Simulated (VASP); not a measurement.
The system is TeWS4.

```
CELL_PARAMETERS angstrom
0.00000 4.03728 4.03728
4.03728 0.00000 4.03728
4.03728 4.03728 0.00000
ATOMIC_POSITIONS crystal
Te 0.75000 0.75000 0.75000
W 0.00000 0.00000 0.00000
S 0.37486 0.37486 0.87541
S 0.87541 0.37486 0.37486
S 0.37486 0.37486 0.37486
S 0.37486 0.87541 0.37486
```

| Quantity | Value |
| --- | --- |
| Program | VASP 6.6.1 |
| Task | relaxation of cell and atoms |
| Functional | PBE |
| Potentials or basis | VASP PAW PBE potentials, release 64 (Te, W_sv, S) |
| Cutoff | 600 eV |
| k mesh | 4 × 4 × 4 |
| Occupations | gaussian, width 0.1 eV |
| Spin | no spin polarisation |

At the start: pressure -13.4 GPa; volume 21.94 Å³/atom.

Task: How do energy, volume and symmetry change on relaxing?

Result: Over 6 steps the energy falls by 253.0 meV/atom and the volume is 17.22 Å³/atom (-21.5 %); space group F-43m (No. 216, to 0.05 Å).

Step by step:
| step | energy change (eV) | largest force (eV/Å) | pressure (GPa) | volume (Å³) |
| --- | --- | --- | --- | --- |
| 1 | 0.0000 | 0.2736 | -13.38 | 131.61 |
| 2 | -1.4824 | 0.1286 | 3.12 | 99.72 |
| 3 | -1.5113 | 0.1627 | 0.09 | 102.76 |
| 4 | -1.5106 | 0.1679 | -0.39 | 103.29 |
| 5 | -1.5147 | 0.1072 | -0.36 | 103.30 |
| 6 | -1.5178 | 0.0004 | -0.25 | 103.33 |

Final structure:
```xyz
6
Lattice="0.0000 3.7245 3.7245 3.7245 0.0000 3.7245 3.7245 3.7245 0.0000" Properties=species:S:1:pos:R:3 pbc="T T T"
Te    5.5867    5.5867    5.5867
W     0.0000    0.0000    0.0000
S     4.6756    4.6756    2.7734
S     2.7734    4.6756    4.6756
S     2.7734    2.7734    2.7734
S     4.6756    2.7734    4.6756
```

Caveat: the volume moved by over 15 % at a fixed basis, so the end points are rough.
